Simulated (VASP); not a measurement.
# MgO (P1) in VASP: single point with r2SCAN

Aim: the single point of MgO with r2SCAN.

Program: VASP 6.6.1. These are calculated values, not measurements. Logs are shortened: lines on timing, memory, paths and dates and some standing lists are left out, and cuts for length are marked.

**1. The cell of the first run**

The typed cell holds 8 atoms: a = 3.044 Å, b = 5.285 Å, c = 5.265 Å, α = 109.51°, β = 89.88°, γ = 90.03°.

**2. Single point, r2SCAN**

Contents of POSCAR:

```
MgO
1.0
   -2.1510220000      0.0023470000      2.1540240000
    2.1592430000     -4.3141000000      2.1575500000
    2.1422720000      4.3018240000      2.1499690000
Mg O
4 4
Direct
    0.0009400000      0.0490510000      0.0252970000
    0.9906700000      0.4832560000      0.4576550000
    0.5237550000      0.0225300000      0.4316000000
    0.5262350000      0.5756920000      0.0422910000
    0.0964900000      0.2754600000      0.7113170000
    0.9747290000      0.6792610000      0.2372610000
    0.4969060000      0.2633740000      0.3251940000
    0.5878880000      0.7818260000      0.7166200000
```

Contents of INCAR.step1:

```
SYSTEM = MgO
PREC = Accurate
ENCUT = 520
ISMEAR = -1
SIGMA = 0.1
LREAL = .False.
LASPH = .True.
NELM = 80
NBANDS = 26
GGA = PE
ALGO = Normal
EDIFF = 1E-4
LWAVE = .True.
LCHARG = .False.
```

Contents of INCAR.step2:

```
SYSTEM = MgO
PREC = Accurate
ENCUT = 520
EDIFF = 1E-6
ISMEAR = -1
SIGMA = 0.1
LREAL = .False.
LASPH = .True.
NELM = 80
ALGO = Normal
ISIF = 2
LWAVE = .False.
LCHARG = .False.
METAGGA = R2SCAN
LMIXTAU = .True.
NBANDS = 26
ISTART = 1
```

Contents of KPOINTS:

```
regular mesh
0
Gamma
  6 4 4
  0 0 0
```

Potentials or basis: VASP PAW PBE potentials, release 64 (Mg, O).

Command:

```sh
> cat potpaw_PBE.64/Mg/POTCAR potpaw_PBE.64/O/POTCAR > POTCAR
> cp INCAR.step1 INCAR
> mpirun -np 1 vasp_std > vasp.out
> cp INCAR.step2 INCAR
> mpirun -np 1 vasp_std > vasp.out
```

OUTCAR:

```text
SYSTEM = MgO
   PREC = Accurate
   ENCUT = 520
   EDIFF = 1E-6
   ISMEAR = -1
   LREAL = .False.
   LASPH = .True.
   NELM = 80
   ISIF = 2
   METAGGA = R2SCAN
   ISTART = 1

 ion  position               nearest neighbor table
   1  0.001  0.049  0.025-   8 2.17   7 2.21   7 2.22   5 2.36   8 2.51   6 2.55   3 2.63   2 2.64
                             3 2.71   4 2.92   4 3.00   4 3.11   4 3.18   3 3.41   2 3.45   3 3.47
   2  0.991  0.483  0.458-   6 1.80   7 1.89   7 1.92   5 2.02   8 2.10   8 2.49   1 2.64   3 2.78
                             4 2.78   3 2.89   4 2.89   3 3.23   4 3.27   3 3.32   4 3.37   1 3.45
   3  0.524  0.023  0.432-   7 1.55   5 2.08   6 2.23   8 2.28   5 2.39   6 2.43   4 2.56   1 2.63
                             1 2.71   2 2.78   2 2.89   2 3.23   2 3.32   1 3.41   1 3.47   4 3.55
   4  0.526  0.576  0.042-   6 1.69   6 1.95   8 2.33   5 2.33   3 2.56   7 2.57   5 2.59   2 2.78
                             2 2.89   1 2.92   1 3.00   1 3.11   1 3.18   2 3.27   2 3.37   3 3.55
   5  0.096  0.275  0.711-   2 2.02   3 2.08   4 2.33   1 2.36   3 2.39   4 2.59
   6  0.975  0.679  0.237-   4 1.69   2 1.80   4 1.95   3 2.23   3 2.43   1 2.55
   7  0.497  0.263  0.325-   3 1.55   2 1.89   2 1.92   1 2.21   1 2.22   4 2.57
   8  0.588  0.782  0.717-   2 2.10   1 2.17   3 2.28   4 2.33   2 2.49   1 2.51

  LATTYP: Found a triclinic cell.
 ALAT       =     9.1423195213
 B/A-ratio  =     0.6657935565
 C/A-ratio  =     0.6669662471
 COS(alpha) =     0.0000433737
 COS(beta)  =     0.5008958890
 COS(gamma) =     0.8329402108

  Lattice vectors:

 A1 = (  -2.1679930000,   8.6182710000,   2.1464430000)
 A2 = (  -0.0087500000,   4.3041710000,   4.3039930000)
 A3 = (  -0.0082210000,   4.3117530000,  -4.3115740000)

Analysis of symmetry for initial positions (statically):
=====================================================================
 Subroutine PRICEL returns:
 Original cell was already a primitive cell.

 Routine SETGRP: Setting up the symmetry group for a
 triclinic supercell.

 Subroutine GETGRP returns: Found  1 space group operations
 (whereof  1 operations were pure point group operations)
 out of a pool of  2 trial point group operations.

The static configuration has the point symmetry C_1 .

Analysis of symmetry for dynamics (positions and initial velocities):
=====================================================================
 Subroutine PRICEL returns:
 Original cell was already a primitive cell.

 Routine SETGRP: Setting up the symmetry group for a
 triclinic supercell.

 Subroutine GETGRP returns: Found  1 space group operations
 (whereof  1 operations were pure point group operations)
 out of a pool of  2 trial point group operations.

The dynamic configuration has the point symmetry C_1 .

 Subroutine INISYM returns: Found  1 space group operations
 (whereof  1 operations are pure point group operations),
 and found     1 'primitive' translations

----------------------------------------------------------------------------------------

                                     Primitive cell

  volume of cell :      79.8311

  direct lattice vectors                    reciprocal lattice vectors
    -2.151022000  0.002347000  2.154024000    -0.232448166 -0.000253618  0.232123447
     2.159243000 -4.314100000  2.157550000     0.116009822 -0.115733611  0.115974245
     2.142272000  4.301824000  2.149969000     0.116467696  0.116395795  0.116178555

  length of vectors
     3.044128865  5.284771627  5.264730359     0.328501916  0.200755008  0.201519632

  position of ions in fractional coordinates (direct lattice)
     0.000940000  0.049051000  0.025297000
     0.990670000  0.483256000  0.457655000
     0.523755000  0.022530000  0.431600000
     0.526235000  0.575692000  0.042291000
     0.096490000  0.275460000  0.711317000
     0.974729000  0.679261000  0.237261000
     0.496906000  0.263374000  0.325194000
     0.587888000  0.781826000  0.716620000

  ion indices of the primitive-cell ions
   primitive index   ion index
                 1           1
                 2           2
                 3           3
                 4           4
                 5           5
                 6           6
                 7           7
                 8           8

----------------------------------------------------------------------------------------

 KPOINTS: regular mesh

Automatic generation of k-mesh.
 Grid dimensions read from file:
 generate k-points for:    6    4    4

 Generating k-lattice:

  Cartesian coordinates                     Fractional coordinates (reciprocal lattice)
    -0.038741361 -0.000042270  0.038687241     0.166666667  0.000000000  0.000000000
     0.029002456 -0.028933403  0.028993561    -0.000000000  0.250000000  0.000000000
     0.029116924  0.029098949  0.029044639    -0.000000000  0.000000000  0.250000000

  Length of vectors
     0.054750319  0.050188752  0.050379908

  Shift w.r.t. Gamma in fractional coordinates (k-lattice)
     0.000000000  0.000000000  0.000000000

 Subroutine IBZKPT returns following result:
 ===========================================

 Found     52 irreducible k-points:

 Following reciprocal coordinates:
            Coordinates               Weight
  0.000000  0.000000  0.000000      1.000000
  0.166667 -0.000000  0.000000      2.000000
  0.333333 -0.000000  0.000000      2.000000
  0.500000  0.000000  0.000000      1.000000
  0.000000  0.250000 -0.000000      2.000000
  0.166667  0.250000  0.000000      2.000000
[... 16 lines left out ...]
  0.333333  0.250000  0.250000      2.000000
  0.500000  0.250000  0.250000      2.000000
 [... further k-points ...]
   k-points           NKPTS =     52   k-points in BZ     NKDIM =     52   number of bands    NBANDS=     26
   number of dos      NEDOS =    301   number of ions     NIONS =      8
   total plane-waves  NPLWV =  38400
   dimension x,y,z NGX =    24 NGY =   40 NGZ =   40
   dimension x,y,z NGXF=    48 NGYF=   80 NGZF=   80
   ions per type =               4   4
   NGX,Y,Z   is equivalent  to a cutoff of  13.11, 12.58, 12.63 a.u.
   NGXF,Y,Z  is equivalent  to a cutoff of  26.21, 25.17, 25.26 a.u.
 SYSTEM =  MgO
   PREC   = accura    normal or accurate (medium, high low for compatibility)
   ISTART =      1    job   : 0-new  1-cont  2-samecut
   ICHARG =      0    charge: 1-file 2-atom 10-const
   ISPIN  =      1    spin polarized calculation?
   LNONCOLLINEAR =      F non collinear calculations
   LSORBIT =      F    spin-orbit coupling
   LASPH  =      T    aspherical Exc in radial PAW
   ENCUT  =  520.0 eV  38.22 Ry    6.18 a.u.   5.66  9.83  9.79*2*pi/ulx,y,z
   NELM   =     80;   NELMIN=  2; NELMDL=  0     # of ELM steps
   EDIFF  = 0.1E-05   stopping-criterion for ELM
   LREAL  =      F    real-space projection
[... 7 lines left out ...]
   TEBEG  =    0.0;   TEEND  =   0.0 temperature during run
   PSTRESS=    0.0 pullay stress
   NELECT =      32.0000    total number of electrons
   NUPDOWN=      -1.0000    fix difference up-down
   EMIN   =  10.00;   EMAX   =-10.00  energy-range for DOS
   EFERMI =   0.00;   METHOD = LEGACY
   ISMEAR =    -1;   SIGMA  =   0.10  broadening in eV -4-tet -1-fermi 0-gaus
   EFERMI_NEDOS =   21; number of points for ismear=-14 and -15
   IALGO  =     38    algorithm
   IMIX   =      4    mixing-type and parameters
     AMIX     =   0.40;   BMIX     =  1.00
     AMIX_MAG =   1.60;   BMIX_MAG =  1.00
  volume/ion in A,a.u.               =       9.98        67.34
  Fermi-wavevector in a.u.,A,eV,Ry     =   1.207075  2.281041 19.824093  1.457030
  Thomas-Fermi vector in A             =   2.342723
   LORBIT       =      0    0 simple, 1 ext, 2 COOP (PROOUT), +10 PAW based schemes
   METAGGA = R2SCAN    functional components
   LHFCALC =     F    Hartree Fock is set to
   AEXX    =    0.0000 exact exchange contribution
   IVDW    =     0    specifies the selected vdW correction
   LEPSILON=     F    determine dielectric tensor
   LRPA    =     F    only Hartree local field effects (RPA)
 non-spin polarized calculation
  energy-cutoff  :      520.00
  volume of cell :       79.83
 maximum number of plane-waves:      2166
 NGX is ok and might be reduce to    24
   NGX = 11   NGY = 19   NGZ = 19

 number of electron      31.9999997 magnetization

 Free energy of the ion-electron system (eV)
  ---------------------------------------------------
  ext. energy  EPLUGINS =         0.00000000
  ---------------------------------------------------
  free energy    TOTEN  =       -56.79331842 eV

  energy without entropy =      -56.79329649  energy(sigma->0) =      -56.79330745

 E-fermi :   5.0011     XC(G=0): -11.1968

 val. band max:        4.0462291636   @ k =   0.0000   0.0000   0.0000
 cond. band min:       5.7575824163   @ k =   0.0000   0.0000   0.0000
 fundamental gap:      1.7113532527
 Fermi energy:         5.0011345424

 k-point     1 :       0.0000    0.0000    0.0000
  band No.  band energies     occupation
      1     -16.9663      2.00000
      2     -16.1876      2.00000
      3     -13.2674      2.00000
      4     -12.6720      2.00000
      5      -3.1562      2.00000
      6      -2.3412      2.00000
[... 18 lines left out ...]
     25      16.7133      0.00000
     26      17.8727      0.00000

 k-point     2 :       0.1667   -0.0000    0.0000
  band No.  band energies     occupation
      1     -16.8353      2.00000
      2     -16.1446      2.00000
      3     -13.1790      2.00000
      4     -12.6381      2.00000
      5      -2.9057      2.00000
      6      -2.1132      2.00000
[... 18 lines left out ...]
     25      16.4831      0.00000
     26      17.0440      0.00000

 k-point     3 :       0.3333   -0.0000    0.0000
  band No.  band energies     occupation
      1     -16.5291      2.00000
      2     -16.0864      2.00000
      3     -12.9750      2.00000
      4     -12.5950      2.00000
      5      -2.4959      2.00000
      6      -2.2517      2.00000
[... 18 lines left out ...]
     25      16.5342      0.00000
     26      16.8531      0.00000

 k-point     4 :       0.5000    0.0000    0.0000
  band No.  band energies     occupation
      1     -16.3151      2.00000
      2     -16.1094      2.00000
      3     -12.8408      2.00000
      4     -12.6052      2.00000
      5      -2.8872      2.00000
      6      -2.5337      2.00000
[... 18 lines left out ...]
     25      16.3029      0.00000
     26      16.4434      0.00000

 k-point     5 :       0.0000    0.2500   -0.0000
  band No.  band energies     occupation
      1     -16.8851      2.00000
      2     -16.2761      2.00000
      3     -13.2221      2.00000
      4     -12.7481      2.00000
      5      -2.8892      2.00000
      6      -2.0630      2.00000
[... 18 lines left out ...]
     25      16.6582      0.00000
     26      17.0657      0.00000

 k-point     6 :       0.1667    0.2500    0.0000
  band No.  band energies     occupation
      1     -16.7646      2.00000
      2     -16.2192      2.00000
      3     -13.1376      2.00000
      4     -12.7053      2.00000
      5      -2.7100      2.00000
      6      -1.9010      2.00000
[... 427 lines left out ...]
 k-point    21 :       0.0000    0.2500    0.2500
  band No.  band energies     occupation
      1     -16.8511      2.00000
      2     -16.2881      2.00000
      3     -13.2937      2.00000
      4     -12.7402      2.00000
      5      -2.7358      2.00000
      6      -1.6121      2.00000
[... 18 lines left out ...]
     25      16.6048      0.00000
     26      17.0793      0.00000

 k-point    22 :       0.1667    0.2500    0.2500
  band No.  band energies     occupation
      1     -16.7369      2.00000
      2     -16.2280      2.00000
      3     -13.1942      2.00000
      4     -12.6990      2.00000
      5      -2.6086      2.00000
      6      -1.7513      2.00000
[... 18 lines left out ...]
     25      16.1624      0.00000
     26      16.8779      0.00000

 k-point    23 :       0.3333    0.2500    0.2500
  band No.  band energies     occupation
      1     -16.4748      2.00000
      2     -16.1250      2.00000
      3     -12.9778      2.00000
      4     -12.6316      2.00000
      5      -2.8306      2.00000
      6      -2.4702      2.00000
[... 18 lines left out ...]
     25      15.9699      0.00000
     26      16.7536      0.00000

 k-point    24 :       0.5000    0.2500    0.2500
  band No.  band energies     occupation
      1     -16.3055      2.00000
      2     -16.1027      2.00000
      3     -12.8520      2.00000
      4     -12.6148      2.00000
      5      -3.1746      2.00000
      6      -2.8348      2.00000
[... 18 lines left out ...]
     25      15.9712      0.00000
     26      16.4044      0.00000

 [... further k-points ...]

------------------------ aborting loop because EDIFF is reached ----------------------------------------

  FORCE on cell =-STRESS in cart. coord.  units (eV):
  Direction    XX          YY          ZZ          XY          YZ          ZX
  --------------------------------------------------------------------------------------
  -------------------------------------------------------------------------------------
  Total        3.2257782     19.4164199      6.5947756     -3.7657033     -2.6486665     -3.1236958
  in kB       64.7400806    389.6797929    132.3545127    -75.5761604    -53.1576791    -62.6913267
  external PRESSURE =     195.5914620 kB  Pullay stress =       0.0000000 kB

 VOLUME and BASIS-vectors are now :
 -----------------------------------------------------------------------------
  energy-cutoff  :      520.00
  volume of cell :       79.83
      direct lattice vectors                 reciprocal lattice vectors
    -2.151022000  0.002347000  2.154024000    -0.232448166 -0.000253618  0.232123447
     2.159243000 -4.314100000  2.157550000     0.116009822 -0.115733611  0.115974245
     2.142272000  4.301824000  2.149969000     0.116467696  0.116395795  0.116178555

 POSITION                                       TOTAL-FORCE (eV/Angst)
 -----------------------------------------------------------------------------------
      0.15808     -0.10279      0.16224        -2.708524     -3.469279     -2.259301
     -0.10706     -0.11374      4.16052         3.269992      3.308524      4.030621
     -0.15336      1.76070      2.10472         0.653828     15.089846      1.439694
      0.20171     -2.30043      2.46653        -2.581579     -2.442112     -8.054754
      1.91107      1.87183      2.33147         1.460779      2.351167      0.105279
     -0.12170     -1.90746      4.07523        -0.033467     -3.784911      5.564135
      0.19649      0.26387      2.33775        -1.912659    -12.590903     -1.946831
      1.95879     -0.28872      4.49386         1.851630      1.537669      1.121157
 -----------------------------------------------------------------------------------
    total drift:                               -0.001577     -0.001873      0.000008

  FREE ENERGIE OF THE ION-ELECTRON SYSTEM (eV)
  ---------------------------------------------------
  free  energy   TOTEN  =       -56.7933184170 eV

  energy  without entropy=      -56.7932964879  energy(sigma->0) =      -56.79330745
```

Wall time 7.2 min (1 thread of Intel Xeon 8259CL, shared host); peak memory 0.25 GiB.

What came out:

| Property | Result |
| --- | --- |
| Free energy | -56.7933 eV |
| Pressure | 19.6 GPa |
| Largest force | 15.172 eV/Å |
| Band gap on the k mesh | 1.71 eV |

Forces on the atoms (eV/Å):
```
Mg   -2.709  -3.469  -2.259
Mg    3.270   3.309   4.031
Mg    0.654  15.090   1.440
Mg   -2.582  -2.442  -8.055
O     1.461   2.351   0.105
O    -0.033  -3.785   5.564
O    -1.913 -12.591  -1.947
O     1.852   1.538   1.121
```

Caveat: the cell stands under pressure; the PAW data sets were made with another functional, which shifts forces and pressure a little.
